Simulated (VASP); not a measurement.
# TaN (Fm-3m) in VASP: further runs

The runs below take TaN through single point, with r2SCAN, r2SCAN+U.

All numbers are computed with VASP 6.6.1; they aren't measurements. Logs are shortened: lines on timing, memory, paths and dates and some standing lists are left out, and cuts for length are marked.

## 1. The cell of the first run

It takes space group Fm-3m (No. 225, cubic). The conventional cell has a = 4.423 Å, b = 4.423 Å, c = 4.423 Å, α = 90.00°, β = 90.00°, γ = 90.00°. Within 2.9 Å of Ta (site symmetry m-3m) lie 6 N at 2.21 Å. Within 2.9 Å of N (site symmetry m-3m) lie 6 Ta at 2.21 Å.

## 2. Single point, r2SCAN

POSCAR reads:

```
TaN
1.0
    0.0000000000      2.2113230000      2.2113230000
    2.2113230000      0.0000000000      2.2113230000
    2.2113230000      2.2113230000      0.0000000000
Ta N
1 1
Direct
    0.5000000000      0.5000000000      0.5000000000
    0.0000000000      0.0000000000      0.0000000000
```

INCAR.step1 reads:

```
PREC     = Accurate       # precision mode
ENCUT    = 520            # plane-wave cutoff, eV
ISMEAR   = -1             # smearing method
SIGMA    = 0.05           # smearing width, eV
LREAL    = F              # projectors in reciprocal space
LASPH    = T              # aspherical terms in the spheres
NELM     = 80             # most SCF steps
NBANDS   = 15             # bands
GGA      = PE             # functional
ALGO     = Normal         # electronic algorithm
EDIFF    = 1E-4           # SCF threshold, eV
LWAVE    = T              # write WAVECAR
LCHARG   = F              # write CHGCAR
```

INCAR.step2 reads:

```
PREC     = Accurate       # precision mode
ENCUT    = 520            # plane-wave cutoff, eV
EDIFF    = 1E-6           # SCF threshold, eV
ISMEAR   = -1             # smearing method
SIGMA    = 0.05           # smearing width, eV
LREAL    = F              # projectors in reciprocal space
LASPH    = T              # aspherical terms in the spheres
NELM     = 80             # most SCF steps
ALGO     = Normal         # electronic algorithm
ISIF     = 2              # what is computed and relaxed
LWAVE    = F              # write WAVECAR
LCHARG   = T              # write CHGCAR
METAGGA  = R2SCAN         # meta-GGA
LMIXTAU  = T            
LELF     = T              # ELF
LVHAR    = T            
NBANDS   = 15             # bands
ISTART   = 1
```

KPOINTS reads:

```
Automatic mesh
0
Gamma
  10 10 10
```

Potentials or basis: VASP PAW PBE potentials, release 64 (Ta_pv, N).

Command:

```sh
$ cat potpaw_PBE.64/Ta_pv/POTCAR potpaw_PBE.64/N/POTCAR > POTCAR
$ cp INCAR.step1 INCAR
$ mpirun -np 1 vasp_std > vasp.out
$ cp INCAR.step2 INCAR
$ mpirun -np 1 vasp_std > vasp.out
```

OUTCAR:

```text
PREC = Accurate
   ENCUT = 520
   EDIFF = 1E-6
   ISMEAR = -1
   LREAL = F
   LASPH = T
   NELM = 80
   ISIF = 2
   METAGGA = R2SCAN
   ISTART = 1

 ion  position               nearest neighbor table
   1  0.500  0.500  0.500-   2 2.21   2 2.21   2 2.21   2 2.21   2 2.21   2 2.21
   2  0.000  0.000  0.000-   1 2.21   1 2.21   1 2.21   1 2.21   1 2.21   1 2.21

  LATTYP: Found a face centered cubic cell.
 ALAT       =     4.4226460000

  Lattice vectors:

 A1 = (   0.0000000000,   2.2113230000,   2.2113230000)
 A2 = (   2.2113230000,   0.0000000000,   2.2113230000)
 A3 = (   2.2113230000,   2.2113230000,   0.0000000000)

Analysis of symmetry for initial positions (statically):
=====================================================================
 Subroutine PRICEL returns:
 Original cell was already a primitive cell.

 Routine SETGRP: Setting up the symmetry group for a
 face centered cubic supercell.

 Subroutine GETGRP returns: Found 48 space group operations
 (whereof 48 operations were pure point group operations)
 out of a pool of 48 trial point group operations.

The static configuration has the point symmetry O_h .

Analysis of symmetry for dynamics (positions and initial velocities):
=====================================================================
 Subroutine PRICEL returns:
 Original cell was already a primitive cell.

 Routine SETGRP: Setting up the symmetry group for a
 face centered cubic supercell.

 Subroutine GETGRP returns: Found 48 space group operations
 (whereof 48 operations were pure point group operations)
 out of a pool of 48 trial point group operations.

The dynamic configuration has the point symmetry O_h .

 Subroutine INISYM returns: Found 48 space group operations
 (whereof 48 operations are pure point group operations),
 and found     1 'primitive' translations

----------------------------------------------------------------------------------------

                                     Primitive cell

  volume of cell :      21.6265

  direct lattice vectors                    reciprocal lattice vectors
     0.000000000  2.211323000  2.211323000    -0.226108985  0.226108985  0.226108985
     2.211323000  0.000000000  2.211323000     0.226108985 -0.226108985  0.226108985
     2.211323000  2.211323000  0.000000000     0.226108985  0.226108985 -0.226108985

  length of vectors
     3.127282977  3.127282977  3.127282977     0.391632251  0.391632251  0.391632251

  position of ions in fractional coordinates (direct lattice)
     0.500000000  0.500000000  0.500000000
[... 88 lines left out ...]
   PSTRESS=    0.0 pullay stress
   NELECT =      16.0000    total number of electrons
   NUPDOWN=      -1.0000    fix difference up-down
   EMIN   =  10.00;   EMAX   =-10.00  energy-range for DOS
   EFERMI =   0.00;   METHOD = LEGACY
   ISMEAR =    -1;   SIGMA  =   0.05  broadening in eV -4-tet -1-fermi 0-gaus
   EFERMI_NEDOS =   21; number of points for ismear=-14 and -15
   IALGO  =     38    algorithm
   IMIX   =      4    mixing-type and parameters
     AMIX     =   0.40;   BMIX     =  1.00
     AMIX_MAG =   1.60;   BMIX_MAG =  1.00
  volume/ion in A,a.u.               =      10.81        72.97
  Fermi-wavevector in a.u.,A,eV,Ry     =   1.480651  2.798024 29.828417  2.192327
  Thomas-Fermi vector in A             =   2.594659
   LORBIT       =      0    0 simple, 1 ext, 2 COOP (PROOUT), +10 PAW based schemes
   METAGGA = R2SCAN    functional components
   LHFCALC =     F    Hartree Fock is set to
   AEXX    =    0.0000 exact exchange contribution
   IVDW    =     0    specifies the selected vdW correction
   LEPSILON=     F    determine dielectric tensor
   LRPA    =     F    only Hartree local field effects (RPA)
 non-spin polarized calculation
  energy-cutoff  :      520.00
  volume of cell :       21.63
 maximum number of plane-waves:       592
   NGX = 11   NGY = 11   NGZ = 11

 number of electron      16.0000003 magnetization

 Free energy of the ion-electron system (eV)
  ---------------------------------------------------
  ext. energy  EPLUGINS =         0.00000000
  ---------------------------------------------------
  free energy    TOTEN  =       -59.63750076 eV

  energy without entropy =      -59.63166744  energy(sigma->0) =      -59.63458410

 E-fermi :   9.4455     XC(G=0): -14.3502

 val. band max:        9.3444231466   @ k =  -0.2000   0.2000   0.0000
 cond. band min:       9.4824462100   @ k =  -0.3000   0.3000   0.1000
 fundamental gap:      0.1380230633
 Fermi energy:         9.4454793929

 k-point     1 :       0.0000    0.0000    0.0000
  band No.  band energies     occupation
      1     -27.7765      2.00000
      2     -27.7765      2.00000
      3     -27.7765      2.00000
      4     -10.4432      2.00000
      5       5.3365      2.00000
      6       5.3365      2.00000
      7       5.3365      2.00000
      8       7.2975      2.00000
      9       7.2975      2.00000
     10       7.2975      2.00000
     11       9.5431      0.24879
     12       9.5431      0.24879
     13      11.0533      0.00000
     14      18.9086      0.00000
[... 401 lines left out ...]
      2     -28.0076      2.00000
      3     -27.9830      2.00000
      4      -8.9287      2.00000
      5       1.1234      2.00000
      6       3.2942      2.00000
      7       3.9191      2.00000
      8       5.4567      2.00000
      9      11.6245      0.00000
     10      12.2984      0.00000
     11      12.3864      0.00000
     12      13.4097      0.00000
     13      18.1323      0.00000
     14      18.9085      0.00000
     15      20.5893      0.00000

 [... further k-points ...]

------------------------ aborting loop because EDIFF is reached ----------------------------------------

  FORCE on cell =-STRESS in cart. coord.  units (eV):
  Direction    XX          YY          ZZ          XY          YZ          ZX
  --------------------------------------------------------------------------------------
  -------------------------------------------------------------------------------------
  Total       -0.5866224     -0.5866224     -0.5866224     -0.0000000      0.0000000      0.0000000
  in kB      -43.4592969    -43.4592969    -43.4592969     -0.0000000      0.0000000      0.0000000
  external PRESSURE =     -43.4592969 kB  Pullay stress =       0.0000000 kB

 VOLUME and BASIS-vectors are now :
 -----------------------------------------------------------------------------
  energy-cutoff  :      520.00
  volume of cell :       21.63
      direct lattice vectors                 reciprocal lattice vectors
     0.000000000  2.211323000  2.211323000    -0.226108985  0.226108985  0.226108985
     2.211323000  0.000000000  2.211323000     0.226108985 -0.226108985  0.226108985
     2.211323000  2.211323000  0.000000000     0.226108985  0.226108985 -0.226108985

 POSITION                                       TOTAL-FORCE (eV/Angst)
 -----------------------------------------------------------------------------------
      2.21132      2.21132      2.21132        -0.000000     -0.000000      0.000000
      0.00000      0.00000      0.00000         0.000000      0.000000     -0.000000
 -----------------------------------------------------------------------------------
    total drift:                                0.000000     -0.000000     -0.000000

  FREE ENERGIE OF THE ION-ELECTRON SYSTEM (eV)
  ---------------------------------------------------
  free  energy   TOTEN  =       -59.6375007555 eV

  energy  without entropy=      -59.6316674410  energy(sigma->0) =      -59.63458410
```

OSZICAR.step1:

```text
N       E                     dE             d eps       ncg     rms          rms(c)
DAV:   1     0.889013099263E+02    0.88901E+02   -0.87222E+03  1410   0.113E+03
DAV:   2    -0.221998986767E+02   -0.11110E+03   -0.10460E+03  1746   0.301E+02
DAV:   3    -0.248609103465E+02   -0.26610E+01   -0.26477E+01  1571   0.435E+01
DAV:   4    -0.248710363948E+02   -0.10126E-01   -0.10124E-01  1844   0.288E+00
DAV:   5    -0.248711047465E+02   -0.68352E-04   -0.68351E-04  1592   0.207E-01    0.233E+01
DAV:   6    -0.219457947837E+02    0.29253E+01   -0.55580E+00  1657   0.262E+01    0.957E+00
DAV:   7    -0.218776997608E+02    0.68095E-01   -0.50967E-01  1564   0.600E+00    0.672E+00
DAV:   8    -0.218485359728E+02    0.29164E-01   -0.14842E-01  1613   0.337E+00    0.168E+00
DAV:   9    -0.218422145579E+02    0.63214E-02   -0.16712E-02  1592   0.108E+00    0.309E-01
DAV:  10    -0.218421845714E+02    0.29986E-04   -0.11234E-03  1725   0.326E-01    0.685E-02
DAV:  11    -0.218421601858E+02    0.24386E-04   -0.38071E-05   966   0.711E-02
   1 F= -.21842160E+02 E0= -.21839180E+02  d E =-.596031E-02
```

Wall time 24 s (1 thread of Intel Xeon 6975P-C, shared host); peak memory 0.15 GiB.

What came out:

```yaml
Free_energy: -59.6375 eV
Pressure: -4.3 GPa
Band_gap_on_the_k_mesh: zero (band 8 reaches 11.28 eV, above the bottom of band 9 at 7.30 eV)
```

Levels at points of the mesh, in eV from the Fermi level:
| k point | band 5 | band 6 | band 7 | band 8 | band 9 | band 10 | band 11 | band 12 |
| --- | --- | --- | --- | --- | --- | --- | --- | --- |
| (0.00, 0.00, 0.00) | -4.11 | -4.11 | -4.11 | -2.15 | -2.15 | -2.15 | 0.10 | 0.10 |
| (0.50, 0.00, 0.00) | -10.71 | -7.89 | -7.89 | 1.84 | 1.84 | 1.99 | 4.00 | 7.62 |
| (0.50, 0.50, 0.00) | -7.07 | -5.53 | -4.97 | -4.97 | 2.12 | 3.42 | 3.42 | 4.51 |

Caveat: the PAW data sets were made with another functional, which shifts forces and pressure a little; spin-orbit coupling is left out, which moves the levels of the heavy elements.

## 3. Single point, r2SCAN+U

POSCAR is that of step 2.

INCAR.step1 reads:

```
SYSTEM = TaN
  PREC = Accurate
  ENCUT = 520
  ISMEAR = -1
  SIGMA = 0.05
  LREAL = .False.
  LASPH = .True.
  NELM = 150
  LMAXMIX = 4
  LDAU = .True.
  LDAUTYPE = 2
  LDAUL = 2 -1
  LDAUU = 1 0
  LDAUJ = 0 0
  NBANDS = 15
  GGA = PE
  ALGO = Normal
  EDIFF = 1E-4
  LWAVE = .True.
  LCHARG = .False.
```

INCAR.step2 reads:

```
SYSTEM = TaN
  PREC = Accurate
  ENCUT = 520
  EDIFF = 1E-6
  ISMEAR = -1
  SIGMA = 0.05
  LREAL = .False.
  LASPH = .True.
  NELM = 150
  ALGO = Normal
  ISIF = 2
  LWAVE = .False.
  LCHARG = .False.
  LMAXMIX = 4
  LDAU = .True.
  LDAUTYPE = 2
  LDAUL = 2 -1
  LDAUU = 1 0
  LDAUJ = 0 0
  LDAUPRINT = 1
  METAGGA = R2SCAN
  LMIXTAU = .True.
  NBANDS = 15
  ISTART = 1
```

KPOINTS reads:

```
regular mesh
0
Gamma
  10 10 10
  0 0 0
```

Potentials or basis: VASP PAW PBE potentials, release 64 (Ta_pv, N).

Command:

```sh
$ cat potpaw_PBE.64/Ta_pv/POTCAR potpaw_PBE.64/N/POTCAR > POTCAR
$ cp INCAR.step1 INCAR
$ mpirun -np 1 vasp_std > vasp.out
$ cp INCAR.step2 INCAR
$ mpirun -np 1 vasp_std > vasp.out
```

Run time: 21 s. Hardware: 1 thread of Intel Xeon 6975P-C, shared host; peak memory 0.15 GiB.

The run converged. Its results:

| Property | Result |
| --- | --- |
| Free energy | -58.7149 eV |
| Pressure | -1.5 GPa |
| Band gap on the k mesh | zero (band 8 reaches 11.44 eV, above the bottom of band 9 at 7.44 eV) |

Levels at points of the mesh, in eV from the Fermi level:
| k point | band 4 | band 5 | band 6 | band 7 | band 8 | band 9 | band 10 | band 11 | band 12 | band 13 |
| --- | --- | --- | --- | --- | --- | --- | --- | --- | --- | --- |
| (0.00, 0.00, 0.00) | -19.97 | -4.17 | -4.17 | -4.17 | -2.13 | -2.13 | -2.13 | 0.19 | 0.19 | 1.50 |
| (0.50, 0.00, 0.00) | -17.05 | -10.78 | -7.88 | -7.88 | 1.87 | 1.87 | 1.99 | 3.87 | 7.67 | 7.67 |
| (0.50, 0.50, 0.00) | -18.69 | -7.17 | -5.53 | -5.05 | -5.05 | 2.23 | 3.46 | 3.46 | 4.56 | 7.05 |

Eigenvalues of the final occupation matrices:
```
    site  spin  trace               eigenvalues
site 1 d     1   1.22  0.20 0.20 0.27 0.27 0.27
site 1 d     2   1.22  0.20 0.20 0.27 0.27 0.27
```

Caveat: the PAW data sets were made with another functional, which shifts forces and pressure a little; spin-orbit coupling is left out, which moves the levels of the heavy elements; U without spin polarisation on a metal has little footing.

## 4. Single point, r2SCAN+U

POSCAR is that of step 3.

INCAR.step1 reads:

```
PREC = Accurate
ENCUT = 520
ISMEAR = -1
SIGMA = 0.05
LREAL = False
LASPH = True
NELM = 150
LMAXMIX = 4
LDAU = True
LDAUTYPE = 2
LDAUL = 2 -1
LDAUU = 2 0
LDAUJ = 0 0
NBANDS = 15
GGA = PE
ALGO = Normal
EDIFF = 1E-4
LWAVE = True
LCHARG = False
```

INCAR.step2 reads:

```
PREC = Accurate
ENCUT = 520
EDIFF = 1E-6
ISMEAR = -1
SIGMA = 0.05
LREAL = False
LASPH = True
NELM = 150
ALGO = Normal
ISIF = 2
LWAVE = False
LCHARG = False
LMAXMIX = 4
LDAU = True
LDAUTYPE = 2
LDAUL = 2 -1
LDAUU = 2 0
LDAUJ = 0 0
LDAUPRINT = 1
METAGGA = R2SCAN
LMIXTAU = True
NBANDS = 15
ISTART = 1
```

KPOINTS reads:

```
Automatic mesh
0
Gamma
  10 10 10
```

Command:

```sh
$ cat potpaw_PBE.64/Ta_pv/POTCAR potpaw_PBE.64/N/POTCAR > POTCAR
$ cp INCAR.step1 INCAR
$ mpirun -np 1 vasp_std > vasp.out
$ cp INCAR.step2 INCAR
$ mpirun -np 1 vasp_std > vasp.out
```

It took 27 s on 1 thread of Intel Xeon 6975P-C, shared host; peak memory 0.15 GiB.

The run converged. Its results:

```
Free energy            : -57.8017 eV
Pressure               : 1.4 GPa
Band gap on the k mesh : zero (band 8 reaches 11.60 eV, above the bottom of band 9 at 7.58 eV)
```

Levels at points of the mesh, in eV from the Fermi level:
| k point | band 4 | band 5 | band 6 | band 7 | band 8 | band 9 | band 10 | band 11 | band 12 | band 13 |
| --- | --- | --- | --- | --- | --- | --- | --- | --- | --- | --- |
| (0.00, 0.00, 0.00) | -20.05 | -4.23 | -4.23 | -4.23 | -2.11 | -2.11 | -2.11 | 0.29 | 0.29 | 1.39 |
| (0.50, 0.00, 0.00) | -17.12 | -10.85 | -7.87 | -7.87 | 1.91 | 1.91 | 1.99 | 3.73 | 7.74 | 7.74 |
| (0.50, 0.50, 0.00) | -18.72 | -7.26 | -5.54 | -5.12 | -5.12 | 2.34 | 3.50 | 3.50 | 4.62 | 6.95 |

Eigenvalues of the final occupation matrices:
```tsv
site	spin	trace	eigenvalues
site 1 d	1	1.20	0.20 0.20 0.27 0.27 0.27
site 1 d	2	1.20	0.20 0.20 0.27 0.27 0.27
```

Caveat: the PAW data sets were made with another functional, which shifts forces and pressure a little; spin-orbit coupling is left out, which moves the levels of the heavy elements; U without spin polarisation on a metal has little footing.

[end of part 1 of 2]
